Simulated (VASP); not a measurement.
# Al (P6_3/mmc) in VASP: further runs

The runs below take Al through single point, with PBE+D4, BLYP+D3(BJ), revPBE, PBE.

All numbers are computed with VASP 6.6.1; they aren't measurements. Logs are shortened: lines on timing, memory, paths and dates and some standing lists are left out, and cuts for length are marked.

## Step 1: The cell of the first run

The structure is hexagonal, space group P6_3/mmc (No. 194). The conventional cell has a = 2.812 Å, b = 2.812 Å, c = 4.867 Å, α = 90.00°, β = 90.00°, γ = 120.00°. Al (site symmetry -6m2) has 12 Al at 2.81 to 2.93 Å within 3.7 Å.

## Step 2: Single point, PBE+D4

The input, INCAR:

```
SYSTEM = Al
PREC     = Accurate       ! precision mode
ENCUT    = 500            ! plane-wave cutoff, eV
EDIFF    = 1E-6           ! SCF threshold, eV
ISMEAR   = 0              ! smearing method
SIGMA    = 0.1            ! smearing width, eV
LREAL    = .False.        ! projectors in reciprocal space
LASPH    = .True.         ! aspherical terms in the spheres
NELM     = 120            ! most SCF steps
ALGO     = Normal         ! electronic algorithm
ISIF     = 2              ! what is computed and relaxed
LWAVE    = .False.        ! write WAVECAR
LCHARG   = .False.        ! write CHGCAR
GGA      = PE             ! functional
IVDW     = 13             ! dispersion correction
NBANDS   = 10             ! bands
GGA_COMPAT= .False.
```

The input, KPOINTS:

```
Automatic mesh
0
Gamma
  3 3 2
  0 0 0
```

The input, POSCAR:

```
Al
1.0
    2.8124553515      0.0000000000      0.0000000000
   -1.4062276757      2.4356577814      0.0000000000
    0.0000000000      0.0000000000      4.8668500000
Al
2
Direct
    0.6666666667      0.3333333333      0.7500000000
    0.3333333333      0.6666666667      0.2500000000
```

Potentials or basis: VASP PAW PBE potentials, release 64 (Al).

On the command line:

```
$ cat potpaw_PBE.64/Al/POTCAR > POTCAR
$ mpirun -np 1 vasp_std > vasp.out
```

OUTCAR:

```text
SYSTEM = Al
   PREC = Accurate
   ENCUT = 500
   EDIFF = 1E-6
   ISMEAR = 0
   LREAL = .False.
   LASPH = .True.
   NELM = 120
   ISIF = 2
   GGA = PE
   IVDW = 13

 ion  position               nearest neighbor table
   1  0.667  0.333  0.750-   2 2.93   2 2.93   2 2.93   2 2.93   2 2.93   2 2.93
   2  0.333  0.667  0.250-   1 2.93   1 2.93   1 2.93   1 2.93   1 2.93   1 2.93

  LATTYP: Found a hexagonal cell.
 ALAT       =     2.8124553515
 C/A-ratio  =     1.7304630267

  Lattice vectors:

 A1 = (   2.8124553515,   0.0000000000,   0.0000000000)
 A2 = (  -1.4062276757,   2.4356577814,   0.0000000000)
 A3 = (   0.0000000000,   0.0000000000,   4.8668500000)

Analysis of symmetry for initial positions (statically):
=====================================================================
 Subroutine PRICEL returns:
 Original cell was already a primitive cell.

 Routine SETGRP: Setting up the symmetry group for a
 hexagonal supercell.

 Subroutine GETGRP returns: Found 24 space group operations
 (whereof 12 operations were pure point group operations)
 out of a pool of 24 trial point group operations.

The static configuration has the point symmetry D_3d.
 The point group associated with its full space group is D_6h.

Analysis of symmetry for dynamics (positions and initial velocities):
=====================================================================
 Subroutine PRICEL returns:
 Original cell was already a primitive cell.

 Routine SETGRP: Setting up the symmetry group for a
 hexagonal supercell.

 Subroutine GETGRP returns: Found 24 space group operations
 (whereof 12 operations were pure point group operations)
 out of a pool of 24 trial point group operations.

The dynamic configuration has the point symmetry D_3d.
 The point group associated with its full space group is D_6h.

 Subroutine INISYM returns: Found 24 space group operations
 (whereof 12 operations are pure point group operations),
 and found     1 'primitive' translations

----------------------------------------------------------------------------------------

                                     Primitive cell

  volume of cell :      33.3388

  direct lattice vectors                    reciprocal lattice vectors
     2.812455352  0.000000000  0.000000000     0.355561200  0.205283355  0.000000000
    -1.406227676  2.435657781  0.000000000     0.000000000  0.410566709  0.000000000
     0.000000000  0.000000000  4.866850000     0.000000000  0.000000000  0.205471712

  length of vectors
     2.812455352  2.812455351  4.866850000     0.410566709  0.410566709  0.205471712

  position of ions in fractional coordinates (direct lattice)
     0.666666667  0.333333333  0.750000000
     0.333333333  0.666666667  0.250000000

  ion indices of the primitive-cell ions
   primitive index   ion index
                 1           1
                 2           2

----------------------------------------------------------------------------------------

 KPOINTS: Automatic mesh

Automatic generation of k-mesh.
 Grid dimensions read from file:
 generate k-points for:    3    3    2

 Generating k-lattice:

  Cartesian coordinates                     Fractional coordinates (reciprocal lattice)
     0.118520400  0.068427785  0.000000000     0.333333333  0.000000000  0.000000000
     0.000000000  0.136855570  0.000000000     0.000000000  0.333333333  0.000000000
     0.000000000  0.000000000  0.102735856     0.000000000  0.000000000  0.500000000

  Length of vectors
     0.136855570  0.136855570  0.102735856

  Shift w.r.t. Gamma in fractional coordinates (k-lattice)
     0.000000000  0.000000000  0.000000000

 Subroutine IBZKPT returns following result:
 ===========================================

 Found      6 irreducible k-points:

 Following reciprocal coordinates:
            Coordinates               Weight
  0.000000  0.000000  0.000000      1.000000
  0.333333 -0.000000  0.000000      6.000000
  0.333333  0.333333  0.000000      2.000000
  0.000000  0.000000  0.500000      1.000000
  0.333333 -0.000000  0.500000      6.000000
  0.333333  0.333333  0.500000      2.000000
   k-points           NKPTS =      6   k-points in BZ     NKDIM =      6   number of bands    NBANDS=     10
   number of dos      NEDOS =    301   number of ions     NIONS =      2
   total plane-waves  NPLWV =  20736
   dimension x,y,z NGX =    24 NGY =   24 NGZ =   36
   dimension x,y,z NGXF=    48 NGYF=   48 NGZF=   72
   ions per type =               2
   NGX,Y,Z   is equivalent  to a cutoff of  14.19, 14.19, 12.30 a.u.
   NGXF,Y,Z  is equivalent  to a cutoff of  28.37, 28.37, 24.59 a.u.
 SYSTEM =  Al
   PREC   = accura    normal or accurate (medium, high low for compatibility)
   ISTART =      0    job   : 0-new  1-cont  2-samecut
   ICHARG =      2    charge: 1-file 2-atom 10-const
   ISPIN  =      1    spin polarized calculation?
   LNONCOLLINEAR =      F non collinear calculations
   LSORBIT =      F    spin-orbit coupling
   LASPH  =      T    aspherical Exc in radial PAW
   ENCUT  =  500.0 eV  36.75 Ry    6.06 a.u.   5.13  5.13  8.87*2*pi/ulx,y,z
   NELM   =    120;   NELMIN=  2; NELMDL= -5     # of ELM steps
   EDIFF  = 0.1E-05   stopping-criterion for ELM
   LREAL  =      F    real-space projection
   EDIFFG = 0.1E-04   stopping-criterion for IOM
   NSW    =      0    number of steps for IOM
   IBRION =     -1    ionic relax: 0-MD 1-quasi-New 2-CG
   NFREE  =      0    steps in history (QN), initial steepest desc. (CG)
   ISIF   =      2    stress and relaxation
   ISYM   =      2    0-nonsym 1-usesym 2-fastsym
   POTIM  = 0.5000    time-step for ionic-motion
   TEBEG  =    0.0;   TEEND  =   0.0 temperature during run
   PSTRESS=    0.0 pullay stress
   NELECT =       6.0000    total number of electrons
   NUPDOWN=      -1.0000    fix difference up-down
   EMIN   =  10.00;   EMAX   =-10.00  energy-range for DOS
   EFERMI =   0.00;   METHOD = LEGACY
   ISMEAR =     0;   SIGMA  =   0.10  broadening in eV -4-tet -1-fermi 0-gaus
   EFERMI_NEDOS =   21; number of points for ismear=-14 and -15
   IALGO  =     38    algorithm
   IMIX   =      4    mixing-type and parameters
     AMIX     =   0.40;   BMIX     =  1.00
     AMIX_MAG =   1.60;   BMIX_MAG =  1.00
  volume/ion in A,a.u.               =      16.67       112.49
  Fermi-wavevector in a.u.,A,eV,Ry     =   0.924291  1.746656 11.623640  0.854313
  Thomas-Fermi vector in A             =   2.050021
   LORBIT       =      0    0 simple, 1 ext, 2 COOP (PROOUT), +10 PAW based schemes
   GGA     = PE    functional components
   LHFCALC =     F    Hartree Fock is set to
   AEXX    =    0.0000 exact exchange contribution
   IVDW    =    13    specifies the selected vdW correction
   LEPSILON=     F    determine dielectric tensor
   LRPA    =     F    only Hartree local field effects (RPA)
 non-spin polarized calculation
 Gauss-broadening in eV      SIGMA  =   0.10
  energy-cutoff  :      500.00
  volume of cell :       33.34
 maximum number of plane-waves:       858
 NGX is ok and might be reduce to    24
   NGX = 11   NGY = 11   NGZ = 17

 number of electron       6.0000000 magnetization

 Free energy of the ion-electron system (eV)
  ---------------------------------------------------
  ext. energy  EPLUGINS =         0.00000000
  ---------------------------------------------------
  free energy    TOTEN  =        -7.25083105 eV

  energy without entropy =       -7.23905297  energy(sigma->0) =       -7.24494201

 E-fermi :   7.6694     XC(G=0): -10.1590

 val. band max:        7.1656885936   @ k =   0.3333   0.3333   0.5000
 cond. band min:       7.7378196428   @ k =   0.3333  -0.0000   0.0000
 fundamental gap:      0.5721310492
 Fermi energy:         7.6694126078

 k-point     1 :       0.0000    0.0000    0.0000
  band No.  band energies     occupation
      1      -3.1748      2.00000
      2       2.8177      2.00000
      3       3.0733      2.00000
      4      19.0475      0.00000
      5      19.3303      0.00000
      6      19.3303      0.00000
      7      19.5459      0.00000
      8      19.5459      0.00000
      9      20.2760      0.00000
     10      22.6202      0.00000

 k-point     2 :       0.3333   -0.0000    0.0000
  band No.  band energies     occupation
      1      -0.4297      2.00000
      2       5.3923      2.00000
      3       5.6602      2.00000
      4       7.7378      0.33333
      5      13.1099      0.00000
      6      13.4947      0.00000
      7      14.7244      0.00000
      8      16.3754      0.00000
      9      19.7340      0.00000
     10      20.4502      0.00000

 k-point     3 :       0.3333    0.3333    0.0000
  band No.  band energies     occupation
      1       4.8347      2.00000
      2       4.8347      2.00000
      3       4.9662      2.00000
      4       9.9047      0.00000
      5      10.4305      0.00000
      6      10.4305      0.00000
      7      11.5865      0.00000
      8      11.5865      0.00000
      9      11.9377      0.00000
     10      26.4421      0.00000

 k-point     4 :       0.0000    0.0000    0.5000
  band No.  band energies     occupation
      1      -1.6221      2.00000
      2      -1.6221      2.00000
      3      10.2780      0.00000
      4      10.2780      0.00000
      5      20.3674      0.00000
      6      20.3674      0.00000
      7      20.3674      0.00000
      8      20.3674      0.00000
      9      21.1750      0.00000
     10      21.1750      0.00000

 k-point     5 :       0.3333   -0.0000    0.5000
  band No.  band energies     occupation
      1       1.0929      2.00000
      2       1.0929      2.00000
      3       8.9844      0.00000
      4       8.9844      0.00000
      5      12.8732      0.00000
      6      12.8732      0.00000
      7      16.0555      0.00000
      8      16.0555      0.00000
      9      17.6454      0.00000
     10      17.6454      0.00000

 k-point     6 :       0.3333    0.3333    0.5000
  band No.  band energies     occupation
      1       5.7540      2.00000
      2       5.7540      2.00000
      3       6.4072      2.00000
      4       6.4072      2.00000
      5       7.1657      2.00000
      6       7.1657      2.00000
      7      17.1122      0.00000
      8      17.1122      0.00000
      9      18.3777      0.00000
     10      18.3777      0.00000

------------------------ aborting loop because EDIFF is reached ----------------------------------------

  DFT-D4 for vdW energy calculation

  Edisp (eV):   -0.68089

  FORCE on cell =-STRESS in cart. coord.  units (eV):
  Direction    XX          YY          ZZ          XY          YZ          ZX
  --------------------------------------------------------------------------------------
  -------------------------------------------------------------------------------------
  Total      -0.24871    -0.24871    -0.73579    -0.00000    -0.00000     0.00000
  in kB     -11.95225   -11.95225   -35.36043    -0.00000    -0.00000     0.00000
  external pressure =      -19.75 kB  Pullay stress =        0.00 kB

 VOLUME and BASIS-vectors are now :
 -----------------------------------------------------------------------------
  energy-cutoff  :      500.00
  volume of cell :       33.34
      direct lattice vectors                 reciprocal lattice vectors
     2.812455352  0.000000000  0.000000000     0.355561200  0.205283355  0.000000000
    -1.406227676  2.435657781  0.000000000     0.000000000  0.410566709  0.000000000
     0.000000000  0.000000000  4.866850000     0.000000000  0.000000000  0.205471712

 POSITION                                       TOTAL-FORCE (eV/Angst)
 -----------------------------------------------------------------------------------
      1.40623      0.81189      3.65014        -0.000000     -0.000000      0.000000
     -0.00000      1.62377      1.21671         0.000000      0.000000      0.000000
 -----------------------------------------------------------------------------------
    total drift:                                0.000000     -0.000000      0.000000

  FREE ENERGIE OF THE ION-ELECTRON SYSTEM (eV)
  ---------------------------------------------------
  free  energy   TOTEN  =        -7.9317234525 eV

  energy  without entropy=       -7.9199453662  energy(sigma->0) =       -7.92583441
```

It took 4.9 s on 1 thread of Intel Xeon 6975P-C, shared host; peak memory 0.14 GiB.

What came out:

```yaml
Free_energy: -7.9317 eV
Pressure: -2.0 GPa
Band_gap_on_the_k_mesh: zero (band 3 reaches 10.28 eV, above the bottom of band 4 at 6.41 eV)
Dispersion_energy_per_atom: -0.340 eV
```

Levels at points of the mesh, in eV from the Fermi level:
```
           k point  band 1  band 2  band 3  band 4  band 5  band 6
(0.00, 0.00, 0.00)  -10.84   -4.85   -4.60   11.38   11.66   11.66
(0.00, 0.00, 0.50)   -9.29   -9.29    2.61    2.61   12.70   12.70
```

Caveat: the k points lie up to 0.86 Å⁻¹ apart; pairwise dispersion overbinds metals, which lowers pressure and volume.

## Step 3: Single point, BLYP+D3(BJ)

The input, INCAR:

```
SYSTEM = Al
PREC = Accurate ; ENCUT = 500
EDIFF = 1E-6 ; ISMEAR = 0
SIGMA = 0.016 ; LREAL = .False.
LASPH = .True. ; NELM = 120
ALGO = Normal ; ISIF = 2
LWAVE = .False. ; LCHARG = .True.
GGA = B5 ; ALDAX = 1.0
AGGAX = 1.0 ; AGGAC = 1.0
ALDAC = 0.0 ; IVDW = 12
VDW_S6 = 1.0 ; VDW_S8 = 2.6996
VDW_A1 = 0.4298 ; VDW_A2 = 4.2359
LELF = .True. ; LVHAR = .True.
NBANDS = 10 ; GGA_COMPAT = .False.
```

KPOINTS is that of step 2.

The input, POSCAR:

```
Al
1.0
    2.8124553515      0.0000000000      0.0000000000
   -1.4062276757      2.4356577814      0.0000000000
    0.0000000000      0.0000000000      4.8668500000
Al
2
Direct
    1.2336666667      1.2313333333      1.7170000000
    0.9003333333      1.5646666667      1.2170000000
```

Potentials or basis: VASP PAW PBE potentials, release 64 (Al).

On the command line:

```
$ cat potpaw_PBE.64/Al/POTCAR > POTCAR
$ mpirun -np 1 vasp_std > vasp.out
```

Run time: 7.7 s. Hardware: 1 thread of Intel Xeon 6975P-C, shared host; peak memory 0.15 GiB.

Results (log left out):

```yaml
Free_energy: -6.6806 eV
Pressure: -3.1 GPa
Band_gap_on_the_k_mesh: zero (band 3 reaches 10.74 eV, above the bottom of band 4 at 6.97 eV)
Dispersion_energy_per_atom: -0.767 eV
```

Stress tensor (GPa, compression positive):
```
-2.93  0.00  0.00
 0.00 -2.93  0.00
 0.00  0.00 -3.44
```

Levels at points of the mesh, in eV from the Fermi level:
```
           k point  band 1  band 2  band 3  band 4  band 5  band 6
(0.00, 0.00, 0.00)  -10.85   -4.96   -4.52   11.33   11.49   11.49
(0.00, 0.00, 0.50)   -9.30   -9.30    2.57    2.57   12.62   12.62
```

Caveat: the k points lie up to 0.86 Å⁻¹ apart; the PAW data sets were made with another functional, which shifts forces and pressure a little; pairwise dispersion overbinds metals, which lowers pressure and volume.

(Part 1 of 2 ends here.)
